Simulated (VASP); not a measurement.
# H3C2 (C2/m) in VASP: notebook, part 2 of 2

VASP 6.6.1. The steps go on from the part before.

## Step 4: Single point, PBE+D3(BJ) (9.90 Å³/atom)

This run uses another cell than the first one, of 9.90 Å³/atom.

INCAR reads:

```
PREC = Accurate
ENCUT = 520
EDIFF = 1E-6
ISMEAR = 0
SIGMA = 0.02
LREAL = False
LASPH = True
NELM = 60
ALGO = Normal
ISIF = 2
LWAVE = False
LCHARG = False
GGA = PE
IVDW = 12
NBANDS = 22
```

KPOINTS reads:

```
regular mesh
0
Gamma
  6 6 6
```

POSCAR reads:

```
H3C2
1.0
    3.4097390264     -3.2861513206      0.1237411160
    3.4097390264      3.2861513206      0.1237411160
   -0.6090452614      0.0000000000      4.3957765915
H C
6 4
Direct
    0.2421191684      0.2421191684      0.5088432339
    0.7578808316      0.7578808316      0.4911567661
    0.2180082057      0.4885713391      0.2234439871
    0.5114286609      0.7819917943      0.7765560129
    0.7819917943      0.5114286609      0.7765560129
    0.4885713391      0.2180082057      0.2234439871
    0.0781664053      0.0781664053      0.0788559744
    0.9218335947      0.9218335947      0.9211440256
    0.2656230888      0.2656230888      0.2674074581
    0.7343769112      0.7343769112      0.7325925419
```

Potentials or basis: VASP PAW PBE potentials, release 64 (H, C).

Started as:

```
$ cat potpaw_PBE.64/H/POTCAR potpaw_PBE.64/C/POTCAR > POTCAR
$ mpirun -np 1 vasp_std > vasp.out
```

OUTCAR:

```text
PREC = Accurate
   ENCUT = 520
   EDIFF = 1E-6
   ISMEAR = 0
   LREAL = False
   LASPH = True
   NELM = 60
   ISIF = 2
   GGA = PE
   IVDW = 12
 IVDW          = 12

 ion  position               nearest neighbor table
   1  0.242  0.242  0.509-   9 1.10
   2  0.758  0.758  0.491-  10 1.10
   3  0.218  0.489  0.223-   9 1.10
   4  0.511  0.782  0.777-  10 1.10
   5  0.782  0.511  0.777-  10 1.10
   6  0.489  0.218  0.223-   9 1.10
   7  0.078  0.078  0.079-   8 1.22   9 1.46
   8  0.922  0.922  0.921-   7 1.22  10 1.46
   9  0.266  0.266  0.267-   1 1.10   3 1.10   6 1.10   7 1.46
  10  0.734  0.734  0.733-   2 1.10   4 1.10   5 1.10   8 1.46

  LATTYP: Found a base centered monoclinic cell.
 ALAT       =     6.8239672015
 B/A-ratio  =     0.9631204909
 C/A-ratio  =     0.6503208799
 COS(beta)  =    -0.1012275994

  Lattice vectors:

 A1 = (   3.4097390264,  -3.2861513206,   0.1237411160)
 A2 = (   3.4097390264,   3.2861513206,   0.1237411160)
 A3 = (  -0.6090452614,   0.0000000000,   4.3957765915)

Analysis of symmetry for initial positions (statically):
=====================================================================
 Subroutine PRICEL returns:
 Original cell was already a primitive cell.

 Routine SETGRP: Setting up the symmetry group for a
 base centered monoclinic supercell.

 Subroutine GETGRP returns: Found  4 space group operations
 (whereof  4 operations were pure point group operations)
 out of a pool of  4 trial point group operations.

The static configuration has the point symmetry C_2h.

Analysis of symmetry for dynamics (positions and initial velocities):
=====================================================================
 Subroutine PRICEL returns:
 Original cell was already a primitive cell.

 Routine SETGRP: Setting up the symmetry group for a
 base centered monoclinic supercell.

 Subroutine GETGRP returns: Found  4 space group operations
 (whereof  4 operations were pure point group operations)
 out of a pool of  4 trial point group operations.

The dynamic configuration has the point symmetry C_2h.

 Subroutine INISYM returns: Found  4 space group operations
 (whereof  4 operations are pure point group operations),
 and found     1 'primitive' translations

----------------------------------------------------------------------------------------

                                     Primitive cell

  volume of cell :      99.0040

  direct lattice vectors                    reciprocal lattice vectors
     3.409739026 -3.286151321  0.123741116     0.145905158 -0.152153675  0.020215505
     3.409739026  3.286151321  0.123741116     0.145905158  0.152153675  0.020215505
    -0.609045261  0.000000000  4.395776591    -0.008214461  0.000000000  0.226352955

  length of vectors
     4.737132318  4.737132318  4.437768355     0.211772809  0.211772809  0.226501960

  position of ions in fractional coordinates (direct lattice)
     0.242119168  0.242119168  0.508843234
     0.757880832  0.757880832  0.491156766
     0.218008206  0.488571339  0.223443987
[... 43 lines left out ...]
 ===========================================

 Found     68 irreducible k-points:

 Following reciprocal coordinates:
            Coordinates               Weight
  0.000000  0.000000  0.000000      1.000000
  0.166667  0.000000 -0.000000      4.000000
  0.333333  0.000000  0.000000      4.000000
  0.500000 -0.000000  0.000000      2.000000
  0.166667  0.166667 -0.000000      2.000000
  0.333333  0.166667  0.000000      4.000000
[... 16 lines left out ...]
 -0.333333  0.166667  0.166667      4.000000
 -0.166667  0.166667  0.166667      4.000000
 [... further k-points ...]
   k-points           NKPTS =     68   k-points in BZ     NKDIM =     68   number of bands    NBANDS=     22
   number of dos      NEDOS =    301   number of ions     NIONS =     10
   total plane-waves  NPLWV =  46656
   dimension x,y,z NGX =    36 NGY =   36 NGZ =   36
   dimension x,y,z NGXF=    72 NGYF=   72 NGZF=   72
   ions per type =               6   4
   NGX,Y,Z   is equivalent  to a cutoff of  12.63, 12.63, 13.49 a.u.
   NGXF,Y,Z  is equivalent  to a cutoff of  25.27, 25.27, 26.97 a.u.
 SYSTEM =  unknown system
   PREC   = accura    normal or accurate (medium, high low for compatibility)
   ISTART =      0    job   : 0-new  1-cont  2-samecut
   ICHARG =      2    charge: 1-file 2-atom 10-const
   ISPIN  =      1    spin polarized calculation?
   LNONCOLLINEAR =      F non collinear calculations
   LSORBIT =      F    spin-orbit coupling
   LASPH  =      T    aspherical Exc in radial PAW
   ENCUT  =  520.0 eV  38.22 Ry    6.18 a.u.   8.81  8.81  8.25*2*pi/ulx,y,z
   NELM   =     60;   NELMIN=  2; NELMDL= -5     # of ELM steps
   EDIFF  = 0.1E-05   stopping-criterion for ELM
   LREAL  =      F    real-space projection
[... 7 lines left out ...]
   TEBEG  =    0.0;   TEEND  =   0.0 temperature during run
   PSTRESS=    0.0 pullay stress
   NELECT =      22.0000    total number of electrons
   NUPDOWN=      -1.0000    fix difference up-down
   EMIN   =  10.00;   EMAX   =-10.00  energy-range for DOS
   EFERMI =   0.00;   METHOD = LEGACY
   ISMEAR =     0;   SIGMA  =   0.02  broadening in eV -4-tet -1-fermi 0-gaus
   EFERMI_NEDOS =   21; number of points for ismear=-14 and -15
   IALGO  =     38    algorithm
   IMIX   =      4    mixing-type and parameters
     AMIX     =   0.40;   BMIX     =  1.00
     AMIX_MAG =   1.60;   BMIX_MAG =  1.00
  volume/ion in A,a.u.               =       9.90        66.81
  Fermi-wavevector in a.u.,A,eV,Ry     =   0.991589  1.873831 13.377902  0.983248
  Thomas-Fermi vector in A             =   2.123341
   LORBIT       =      0    0 simple, 1 ext, 2 COOP (PROOUT), +10 PAW based schemes
   GGA     = PE    functional components
   LHFCALC =     F    Hartree Fock is set to
   AEXX    =    0.0000 exact exchange contribution
   IVDW    =    12    specifies the selected vdW correction
   LEPSILON=     F    determine dielectric tensor
   LRPA    =     F    only Hartree local field effects (RPA)
 non-spin polarized calculation
 Gauss-broadening in eV      SIGMA  =   0.02
  energy-cutoff  :      520.00
  volume of cell :       99.00
 maximum number of plane-waves:      2690
   NGX = 17   NGY = 17   NGZ = 17

 number of electron      22.0000001 magnetization

 Free energy of the ion-electron system (eV)
  ---------------------------------------------------
  ext. energy  EPLUGINS =         0.00000000
  ---------------------------------------------------
  free energy    TOTEN  =       -56.74860826 eV

  energy without entropy =      -56.74860826  energy(sigma->0) =      -56.74860826

 E-fermi :  -1.5848     XC(G=0):  -7.3215

 val. band max:       -1.7029289484   @ k =   0.5000   0.5000   0.5000
 cond. band min:       2.9042974777   @ k =   0.0000   0.0000   0.0000
 fundamental gap:      4.6072264261
 Fermi energy:        -1.5848215427

 k-point     1 :       0.0000    0.0000    0.0000
  band No.  band energies     occupation
      1     -15.8345      2.00000
      2     -14.3869      2.00000
      3     -12.5965      2.00000
      4      -7.6636      2.00000
      5      -6.9148      2.00000
      6      -6.4648      2.00000
[... 589 lines left out ...]
     21       9.4537      0.00000
     22       9.5465      0.00000

 [... further k-points ...]

------------------------ aborting loop because EDIFF is reached ----------------------------------------

 Edisp (eV)   -0.54796

 E8    (eV) :    -0.1291

  FORCE on cell =-STRESS in cart. coord.  units (eV):
  Direction    XX          YY          ZZ          XY          YZ          ZX
  --------------------------------------------------------------------------------------
  -------------------------------------------------------------------------------------
  Total      -0.23671    -0.21847    -0.18819     0.00000     0.00000     0.02281
  in kB      -3.83059    -3.53557    -3.04546     0.00000     0.00000     0.36920
  external pressure =       -3.47 kB  Pullay stress =        0.00 kB

 VOLUME and BASIS-vectors are now :
 -----------------------------------------------------------------------------
  energy-cutoff  :      520.00
  volume of cell :       99.00
      direct lattice vectors                 reciprocal lattice vectors
     3.409739026 -3.286151321  0.123741116     0.145905158 -0.152153675  0.020215505
     3.409739026  3.286151321  0.123741116     0.145905158  0.152153675  0.020215505
    -0.609045261  0.000000000  4.395776591    -0.008214461  0.000000000  0.226352955

 POSITION                                       TOTAL-FORCE (eV/Angst)
 -----------------------------------------------------------------------------------
      1.34122      0.00000      2.29668        -0.007859     -0.000000      0.022010
      4.86921      0.00000      2.34658         0.007859     -0.000000     -0.022010
      2.27316      0.88911      1.06964         0.014561      0.020359     -0.003967
      3.93727      0.88911      3.57362        -0.014561      0.020359      0.003967
      3.93727     -0.88911      3.57362        -0.014561     -0.020359      0.003967
      2.27316     -0.88911      1.06964         0.014561     -0.020359     -0.003967
      0.48503      0.00000      0.36598         0.060024     -0.000000      0.044738
      5.72541      0.00000      4.27728        -0.060024     -0.000000     -0.044738
      1.64855      0.00000      1.24120        -0.018655     -0.000000     -0.013514
      4.56189      0.00000      3.40206         0.018655     -0.000000      0.013514
 -----------------------------------------------------------------------------------
    total drift:                                0.000000      0.000000      0.000000

  FREE ENERGIE OF THE ION-ELECTRON SYSTEM (eV)
  ---------------------------------------------------
  free  energy   TOTEN  =       -57.2965632956 eV

  energy  without entropy=      -57.2965632956  energy(sigma->0) =      -57.29656330
```

It took 3.1 min on 1 thread of Intel Xeon 8259CL, shared host; peak memory 0.27 GiB.

Results:

```yaml
Free_energy: -57.2966 eV
Pressure: -0.3 GPa
Largest_force: 0.075 eV/Å
Band_gap_on_the_k_mesh: 4.61 eV (least direct gap 5.19 eV)
Dispersion_energy_per_atom: -0.055 eV
```

Forces on the atoms (eV/Å):
```
H   -0.008  0.000  0.022
H    0.008  0.000 -0.022
H    0.015  0.020 -0.004
H   -0.015  0.020  0.004
H   -0.015 -0.020  0.004
H    0.015 -0.020 -0.004
C    0.060  0.000  0.045
C   -0.060  0.000 -0.045
C   -0.019  0.000 -0.014
C    0.019  0.000  0.014
```

## Step 5: Summary

```csv
cell,gap on the mesh (eV),pressure (GPa),largest force (eV/Å)
"a = 4.701, b = 4.701, c = 4.268 Å, angles 95.2, 95.2, 86.4°, 10 atoms, atomic positions A",4.66,0.0,0.06
"a = 4.721, b = 4.721, c = 4.350 Å, angles 94.7, 94.7, 87.1°, 10 atoms, atomic positions B",4.63,-0.2,0.06
"a = 4.737, b = 4.737, c = 4.438 Å, angles 94.2, 94.2, 87.8°, 10 atoms, atomic positions C",4.61,-0.3,0.07
```

Alike in all rows: task single point; level PBE+D3(BJ); potentials or basis VASP PAW PBE potentials, release 64 (H, C); no spin polarisation; k mesh 6 × 6 × 6; cutoff (eV) 520; smearing gaussian 0.02 eV.

Absolute energies hang on the potentials; compare differences alone.
